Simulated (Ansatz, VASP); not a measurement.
**BN: VASP beside Ansatz**

INCAR

```
SYSTEM = BN
PREC = Accurate
ENCUT = 520
EDIFF = 1E-7
ISMEAR = 0
SIGMA = 0.05
LREAL = .False.
LASPH = .True.
NELM = 100
ALGO = Normal
ISIF = 2
LWAVE = .False.
LCHARG = .False.
GGA = PS
NBANDS = 26
```

KPOINTS

```
Automatic mesh
0
Gamma
  6 6 10
  0 0 0
```

The input POSCAR:

```
BN
1.0
    4.4972000000      0.0000000000      0.0000000000
    0.0000000000      4.4972000000      0.0000000000
    0.0000000000      0.0000000000      2.4619000000
B N
4 4
Direct
    0.1741337327      0.8258662673      0.5000000000
    0.3258662673      0.3258662673      0.0000000000
    0.6741337327      0.6741337327      0.0000000000
    0.8258662673      0.1741337327      0.5000000000
    0.8123909516      0.8123909516      0.5000000000
    0.3123909516      0.6876090484      0.0000000000
    0.6876090484      0.3123909516      0.0000000000
    0.1876090484      0.1876090484      0.5000000000
```

Input for Ansatz:

```yaml
crystal:
  lattice:
    - [4.4972, 0.0, 0.0]
    - [0.0, 4.4972, 0.0]
    - [0.0, 0.0, 2.4619]
  atoms:
    - { symbol: B, position: [0.1741337327, 0.8258662673, 0.5] }
    - { symbol: B, position: [0.3258662673, 0.3258662673, 0.0] }
    - { symbol: B, position: [0.6741337327, 0.6741337327, 0.0] }
    - { symbol: B, position: [0.8258662673, 0.1741337327, 0.5] }
    - { symbol: "N", position: [0.8123909516, 0.8123909516, 0.5] }
    - { symbol: "N", position: [0.3123909516, 0.6876090484, 0.0] }
    - { symbol: "N", position: [0.6876090484, 0.3123909516, 0.0] }
    - { symbol: "N", position: [0.1876090484, 0.1876090484, 0.5] }
basis:
  ecutwfc: 520.0
kpoints:
  mp_grid: { grid: [6, 6, 10] }
hamiltonian:
  xc: pbesol
  pseudopotentials: { kind: paw, azcp: { folder: soft_1 } }
scf:
  occupations: { method: gaussian, width: 0.05 }
output:
  forces: true
  stress: true
  eigenvalues: true
```

Alike in both runs: task single point; functional PBEsol; k mesh 6 × 6 × 10; occupations gaussian, width 0.05 eV; no spin polarisation.

|  | VASP | Ansatz |
| --- | --- | --- |
| version | VASP 6.6.1 | Ansatz 0.2.0 |
| potentials or method | VASP PAW PBE potentials, release 64 (B, N), cutoff 520 eV | scalar-relativistic, plane waves, PAW |
| valence electrons in the cell | 32 | 32 |

|  | VASP | Ansatz | Ansatz less VASP |
| --- | --- | --- | --- |
| gap on the k mesh at the Fermi level (eV) | 4.57 | 4.59 | +0.011 |
| least direct gap on the mesh (eV) | 5.83 | 5.84 | +0.012 |
| pressure (GPa) | -1.8 | -2.4 | -0.65 |
| traceless stress, the component that is largest in VASP (GPa) | 30.13 | 29.77 | -0.358 |
| rms of the force components (eV/Å) | 0.206 | 0.198 | -0.0087 |

VASP's potentials were made for PBE, not for PBEsol, and Ansatz warns of the same on its side. Atom by atom the forces differ by 0.011 eV/Å (rms over components).
